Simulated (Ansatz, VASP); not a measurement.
CdSe: VASP beside Ansatz

File INCAR:

```
PREC = Accurate ; ENCUT = 600
EDIFF = 1E-6 ; ISMEAR = -1
SIGMA = 0.05 ; LREAL = F
LASPH = T ; NELM = 100
ALGO = Normal ; ISIF = 3
LWAVE = F ; LCHARG = F
GGA = PS ; IVDW = 13
IBRION = 2 ; NSW = 60
EDIFFG = -0.01
```

KPOINTS

```
Automatic mesh
0
Gamma
  7 7 4
```

The input POSCAR:

```
CdSe
1.0
    4.3000000000      0.0000000000      0.0000000000
   -2.1500000000      3.7239092363      0.0000000000
    0.0000000000      0.0000000000      7.0200000000
Cd Se
2 2
Direct
    0.6666666667      0.3333333333      0.5000000000
    0.3333333333      0.6666666667      0.0000000000
    0.6666666667      0.3333333333      0.8850000000
    0.3333333333      0.6666666667      0.3850000000
```

File input.yaml:

```yaml
crystal:
  lattice:
    - [4.3, 0.0, 0.0]
    - [-2.15, 3.7239092363, 0.0]
    - [0.0, 0.0, 7.02]
  atoms:
    - { symbol: Cd, position: [0.6666666667, 0.3333333333, 0.5] }
    - { symbol: Cd, position: [0.3333333333, 0.6666666667, 0.0] }
    - { symbol: Se, position: [0.6666666667, 0.3333333333, 0.885] }
    - { symbol: Se, position: [0.3333333333, 0.6666666667, 0.385] }
hamiltonian:
  xc: pbesol
  pseudopotentials: { kind: paw }
  dispersion: d4
kpoints:
  mp_grid: { grid: [7, 7, 4] }
scf:
  occupations: { method: fermi_dirac, width: 0.05 }
output:
  forces: true
  stress: true
  eigenvalues: true
relax:
  f_tol: 0.01
  max_steps: 40
  cell: { stress_tol: 0.05 }
```

Alike in both runs: task relaxation of cell and atoms; functional PBEsol; dispersion D4; k mesh 7 × 7 × 4; occupations fermi-dirac, width 0.05 eV; no spin polarisation.

|  | VASP | Ansatz |
| --- | --- | --- |
| version | VASP 6.6.1 | Ansatz 0.2.0 |
| potentials or method | VASP PAW PBE potentials, release 64 (Cd, Se) | Ansatz PAW |
| plane-wave cutoff (eV) | 600 | 420 |
| valence electrons in the cell | 36 | 72 |

Ansatz gave:

| Quantity | Value |
| --- | --- |
| gap on the k mesh at the Fermi level, each at its own relaxed structure (eV) | 0.58 |
| relaxed volume (Å³/atom) | 27.58 |
| relaxed cell length with the largest relative difference (Å) | 6.976 |

Task: What did VASP give for the same quantities?

Result: gap on the k mesh at the Fermi level, each at its own relaxed structure (eV): 0.57; relaxed volume (Å³/atom): 27.75; relaxed cell length with the largest relative difference (Å): 6.993.

VASP's potentials were made for PBE, not for PBEsol. VASP's potentials hold 36 valence electrons a cell and Ansatz's 72, so a difference there can come from the potentials and not from the codes.

Noted on Ansatz's run: odd divisions of the mesh miss points on the zone boundary, where band edges often lie, so the gap on the mesh can be too wide; the plane-wave basis is chosen anew once the cell has moved, so the energies of steps on either side of that aren't comparable.
